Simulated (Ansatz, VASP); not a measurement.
# Two plane-wave programs on AlN

```
Al N
1.0
     0.00000   -2.03532   -2.03532
     0.00000    2.03532   -2.03532
     4.07063    0.00000    0.00000
Al N
2 2
Direct
  0.50000 0.50000 0.00003
  0.00000 0.00000 0.49997
  0.50000 0.50000 0.48487
  0.00000 0.00000 0.01513
```

Change from the starting cell: mode 10 frozen in at +0.000 Å and mode 12 at -0.062 Å (largest displacements).

Alike in both runs: task single point; functional PBE; k mesh 8 × 8 × 6; occupations gaussian, width 0.05 eV; no spin polarisation.

|  | VASP | Ansatz |
| --- | --- | --- |
| version | VASP 6.6.1 | Ansatz 0.2.0 |
| potentials or method | VASP PAW PBE potentials, release 64 (Al, N), cutoff 600 eV | scalar-relativistic, plane waves, PAW |
| valence electrons in the cell | 16 | 16 |

```csv
,VASP,Ansatz,Ansatz less VASP
gap on the k mesh at the Fermi level (eV),4.38,4.40,+0.022
least direct gap on the mesh (eV),4.48,4.51,+0.022
pressure (GPa),0.5,0.9,+0.43
"traceless stress, the component that is largest in VASP (GPa)",0.86,0.86,-0.002
rms of the force components (eV/Å),0.640,0.638,-0.0021
```

Atom by atom the forces differ by 0.002 eV/Å (rms over components).
